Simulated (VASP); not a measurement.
GaH3N, 30 atoms in the cell. The cell holds a wire or tube with vacuum around it, 30 atoms: a = 15.200 Å, b = 15.100 Å, c = 7.733 Å, α = 90.00°, β = 90.00°, γ = 90.00°. 

| Property | Result |
| --- | --- |
| Program | VASP 6.6.1 |
| Task | single point |
| Functional | PBE |
| Potentials or basis | VASP PAW PBE potentials, release 64 (Ga_d, N, H) |
| Cutoff | 520 eV |
| k mesh | 1 × 1 × 4 |
| Occupations | gaussian, width 0.05 eV |
| Spin | no spin polarisation |
| Dipole correction | no |
| Further INCAR settings | LREAL = Auto; ALGO = Normal; EDIFF = 1e-06; NBANDS = 84 |

Potentials or basis: VASP PAW PBE potentials, release 64 (Ga_d, N, H).

The run is started by

```sh
$ cat potpaw_PBE.64/Ga_d/POTCAR potpaw_PBE.64/N/POTCAR potpaw_PBE.64/H/POTCAR > POTCAR
$ mpirun -np 1 vasp_std > vasp.out
```

Hardware: 1 thread of Intel Xeon 8259CL, with other jobs on the host.

Q: Estimate the wall time of this run.

A: It took 31 min on 1 thread of Intel Xeon 8259CL, with other jobs on the host, peak memory 1.5 GiB. Counts: scf iterations 30, k points 3.
